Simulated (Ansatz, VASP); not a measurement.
## LaH3 in VASP and in Ansatz

```xyz
4
Lattice="-0.0279 2.7725 2.7725 2.7725 -0.0279 2.7725 2.7725 2.7725 -0.0279" Properties=species:S:1:pos:R:3 pbc="T T T"
La    0.0000    0.0000    0.0000
H     2.7586    2.7586    2.7586
H     4.1379    4.1379    4.1379
H     1.3793    1.3793    1.3793
```

Alike in both runs: task single point; functional r2SCAN; k mesh 11 × 11 × 11; occupations fermi-dirac, width 0.1 eV; no spin polarisation.

|  | VASP | Ansatz |
| --- | --- | --- |
| version | VASP 6.6.1 | Ansatz 0.2.0 |
| potentials or method | VASP PAW PBE potentials, release 64 (La, H), cutoff 520 eV | plane waves, PAW |
| valence electrons in the cell | 14 | 14 |

|  | VASP | Ansatz | Ansatz less VASP |
| --- | --- | --- | --- |
| pressure (GPa) | -0.4 | 0.0 | +0.36 |
| traceless stress, the component that is largest in VASP (GPa) | 0.91 | 0.91 | +0.003 |

VASP's potentials were made for PBE, not for r2SCAN.

Spin-orbit coupling is off throughout.
